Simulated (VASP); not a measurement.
# Li2O (Fm-3m) in VASP: notebook, part 2 of 2

VASP 6.6.1. Earlier steps stand in the parts before.

**4. Single point, BLYP (8.49 Å³/atom)**

This run uses another cell than the first one, of 8.49 Å³/atom.

Input file INCAR:

```
SYSTEM = Li2O
PREC = Accurate ; ENCUT = 750
EDIFF = 1E-6 ; ISMEAR = 0
SIGMA = 0.05 ; LREAL = .FALSE.
LASPH = .TRUE. ; NELM = 120
ALGO = Normal ; ISIF = 2
LWAVE = .FALSE. ; LCHARG = .FALSE.
GGA = B5 ; ALDAX = 1.0
AGGAX = 1.0 ; AGGAC = 1.0
ALDAC = 0.0 ; NBANDS = 13
GGA_COMPAT = .FALSE.
```

Input file KPOINTS:

```
regular mesh
0
G
  8 8 8
  0 0 0
```

Input file POSCAR:

```
Li2O
1.0
    0.0000000000      2.3353869337      2.3353869337
    2.3353869337      0.0000000000      2.3353869337
    2.3353869337      2.3353869337      0.0000000000
Li O
2 1
Direct
    0.2500000000      0.2500000000      0.2500000000
    0.7500000000      0.7500000000      0.7500000000
    0.0000000000      0.0000000000      0.0000000000
```

Potentials or basis: VASP PAW PBE potentials, release 64 (Li_sv, O).

Launch:

```sh
$ cat potpaw_PBE.64/Li_sv/POTCAR potpaw_PBE.64/O/POTCAR > POTCAR
$ mpirun -np 1 vasp_std > vasp.out
```

OUTCAR:

```text
SYSTEM = Li2O
   PREC = Accurate
   ENCUT = 750
   EDIFF = 1E-6
   ISMEAR = 0
   LREAL = .FALSE.
   LASPH = .TRUE.
   NELM = 120
   ISIF = 2
   GGA = B5

 ion  position               nearest neighbor table
   1  0.250  0.250  0.250-   3 2.02   3 2.02   3 2.02   3 2.02   2 2.34   2 2.34   2 2.34   2 2.34
                             2 2.34   2 2.34
   2  0.750  0.750  0.750-   3 2.02   3 2.02   3 2.02   3 2.02   1 2.34   1 2.34   1 2.34   1 2.34
                             1 2.34   1 2.34
   3  0.000  0.000  0.000-   2 2.02   2 2.02   2 2.02   1 2.02   2 2.02   1 2.02   1 2.02   1 2.02

  LATTYP: Found a face centered cubic cell.
 ALAT       =     4.6707738674
[... 574 lines left out ...]

 [... further k-points ...]
[... 5 lines left out ...]
  --------------------------------------------------------------------------------------
  -------------------------------------------------------------------------------------
  Total       -0.2611676     -0.2611676     -0.2611676     -0.0000000      0.0000000     -0.0000000
  in kB      -16.4256786    -16.4256786    -16.4256786     -0.0000000      0.0000000     -0.0000000
  external PRESSURE =     -16.4256786 kB  Pullay stress =       0.0000000 kB

 VOLUME and BASIS-vectors are now :
 -----------------------------------------------------------------------------
  energy-cutoff  :      750.00
  volume of cell :       25.47
      direct lattice vectors                 reciprocal lattice vectors
     0.000000000  2.335386934  2.335386934    -0.214097284  0.214097284  0.214097284
     2.335386934  0.000000000  2.335386934     0.214097284 -0.214097284  0.214097284
     2.335386934  2.335386934  0.000000000     0.214097284  0.214097284 -0.214097284

 POSITION                                       TOTAL-FORCE (eV/Angst)
 -----------------------------------------------------------------------------------
      1.16769      1.16769      1.16769         0.000000      0.000000      0.000000
      3.50308      3.50308      3.50308        -0.000000     -0.000000     -0.000000
      0.00000      0.00000      0.00000         0.000000      0.000000      0.000000
 -----------------------------------------------------------------------------------
    total drift:                                0.000000     -0.000000      0.000000

  FREE ENERGIE OF THE ION-ELECTRON SYSTEM (eV)
  ---------------------------------------------------
  free  energy   TOTEN  =       -14.0512019730 eV

  energy  without entropy=      -14.0512019730  energy(sigma->0) =      -14.05120197
```

Wall time 40 s (1 thread of Intel Xeon 8259CL, shared host); peak memory 0.16 GiB.

What came out:

```
Free energy            : -14.0512 eV
Pressure               : -1.6 GPa
Band gap on the k mesh : 5.24 eV (least direct gap 5.37 eV)
```

Caveat: the PAW data sets were made with another functional, which shifts forces and pressure a little.

**5. Single point, BLYP (8.66 Å³/atom)**

This run uses another cell than the first one, of 8.66 Å³/atom.

Input file INCAR:

```
PREC = Accurate
ENCUT = 750
EDIFF = 1E-6
ISMEAR = 0
SIGMA = 0.05
LREAL = F
LASPH = T
NELM = 120
ALGO = Normal
ISIF = 2
LWAVE = F
LCHARG = F
GGA = B5
ALDAX = 1.0
AGGAX = 1.0
AGGAC = 1.0
ALDAC = 0.0
NBANDS = 13
GGA_COMPAT = F
```

Input file KPOINTS:

```
Automatic mesh
0
Gamma
  8 8 8
```

Input file POSCAR:

```
Li2O
1.0
    0.0000000000      2.3505522089      2.3505522089
    2.3505522089      0.0000000000      2.3505522089
    2.3505522089      2.3505522089      0.0000000000
Li O
2 1
Direct
    0.2500000000      0.2500000000      0.2500000000
    0.7500000000      0.7500000000      0.7500000000
    0.0000000000      0.0000000000      0.0000000000
```

Potentials or basis: VASP PAW PBE potentials, release 64 (Li_sv, O).

Launch:

```sh
$ cat potpaw_PBE.64/Li_sv/POTCAR potpaw_PBE.64/O/POTCAR > POTCAR
$ mpirun -np 1 vasp_std > vasp.out
```

OUTCAR:

```text
PREC = Accurate
   ENCUT = 750
   EDIFF = 1E-6
   ISMEAR = 0
   LREAL = F
   LASPH = T
   NELM = 120
   ISIF = 2
   GGA = B5

 ion  position               nearest neighbor table
   1  0.250  0.250  0.250-   3 2.04   3 2.04   3 2.04   3 2.04   2 2.35   2 2.35   2 2.35   2 2.35
                             2 2.35   2 2.35
   2  0.750  0.750  0.750-   3 2.04   3 2.04   3 2.04   3 2.04   1 2.35   1 2.35   1 2.35   1 2.35
                             1 2.35   1 2.35
   3  0.000  0.000  0.000-   2 2.04   2 2.04   2 2.04   1 2.04   2 2.04   1 2.04   1 2.04   1 2.04

  LATTYP: Found a face centered cubic cell.
 ALAT       =     4.7011044178

  Lattice vectors:

 A1 = (   0.0000000000,   2.3505522089,   2.3505522089)
 A2 = (   2.3505522089,   0.0000000000,   2.3505522089)
 A3 = (   2.3505522089,   2.3505522089,   0.0000000000)

Analysis of symmetry for initial positions (statically):
=====================================================================
 Subroutine PRICEL returns:
 Original cell was already a primitive cell.

 Routine SETGRP: Setting up the symmetry group for a
 face centered cubic supercell.

 Subroutine GETGRP returns: Found 48 space group operations
 (whereof 48 operations were pure point group operations)
 out of a pool of 48 trial point group operations.
[... 177 lines left out ...]
      3     -13.9068      2.00000
      4       1.3525      2.00000
      5       1.3525      2.00000
      6       1.3525      2.00000
      7       6.5806      0.00000
      8      12.9993      0.00000
      9      12.9993      0.00000
     10      12.9993      0.00000
     11      19.9646      0.00000
     12      19.9646      0.00000
     13      19.9646      0.00000
[... 354 lines left out ...]
  band No.  band energies     occupation
      1     -42.1652      2.00000
      2     -42.1648      2.00000
      3     -13.6606      2.00000
      4      -0.9270      2.00000
      5       0.4054      2.00000
      6       0.6010      2.00000
      7       9.3862      0.00000
      8      11.2404      0.00000
      9      14.0839      0.00000
     10      14.3748      0.00000
     11      18.3001      0.00000
     12      18.6742      0.00000
     13      23.7609      0.00000

 [... further k-points ...]
[... 5 lines left out ...]
  --------------------------------------------------------------------------------------
  -------------------------------------------------------------------------------------
  Total       -0.4874225     -0.4874225     -0.4874225      0.0000000     -0.0000000     -0.0000000
  in kB      -30.0660547    -30.0660547    -30.0660547      0.0000000     -0.0000000     -0.0000000
  external PRESSURE =     -30.0660547 kB  Pullay stress =       0.0000000 kB

 VOLUME and BASIS-vectors are now :
 -----------------------------------------------------------------------------
  energy-cutoff  :      750.00
  volume of cell :       25.97
      direct lattice vectors                 reciprocal lattice vectors
     0.000000000  2.350552209  2.350552209    -0.212715973  0.212715973  0.212715973
     2.350552209  0.000000000  2.350552209     0.212715973 -0.212715973  0.212715973
     2.350552209  2.350552209  0.000000000     0.212715973  0.212715973 -0.212715973

 POSITION                                       TOTAL-FORCE (eV/Angst)
 -----------------------------------------------------------------------------------
      1.17528      1.17528      1.17528         0.000000      0.000000      0.000000
      3.52583      3.52583      3.52583        -0.000000     -0.000000      0.000000
      0.00000      0.00000      0.00000        -0.000000     -0.000000     -0.000000
 -----------------------------------------------------------------------------------
    total drift:                                0.000000     -0.000000      0.000000

  FREE ENERGIE OF THE ION-ELECTRON SYSTEM (eV)
  ---------------------------------------------------
  free  energy   TOTEN  =       -14.0450032481 eV

  energy  without entropy=      -14.0450032481  energy(sigma->0) =      -14.04500325
```

Wall time 39 s (1 thread of Intel Xeon 8259CL, shared host); peak memory 0.17 GiB.

Results:

```
Free energy            : -14.0450 eV
Pressure               : -3.0 GPa
Band gap on the k mesh : 5.20 eV (least direct gap 5.23 eV)
```

Caveat: the cell stands under tension; the PAW data sets were made with another functional, which shifts forces and pressure a little.

**6. The runs side by side**

```tsv
level	cell	gap on the mesh (eV)	pressure (GPa)
revPBE+D3(BJ)	a = 3.266 Å, angles 60.0°, 3 atoms	5.08	-7.5
revPBE+D3(BJ)	a = 3.214 Å, angles 60.0°, 3 atoms	5.18	-3.9
BLYP	a = 3.303 Å, angles 60.0°, 3 atoms	5.24	-1.6
BLYP	a = 3.324 Å, angles 60.0°, 3 atoms	5.20	-3.0
```

Alike in all rows: task single point; potentials or basis VASP PAW PBE potentials, release 64 (Li_sv, O); no spin polarisation; k mesh 8 × 8 × 8; cutoff (eV) 750; smearing gaussian 0.05 eV.

Caveats: the PAW data sets were made with another functional, which shifts forces and pressure a little; the cell stands under tension (at least some runs).

Absolute energies hang on the potentials; compare differences alone.
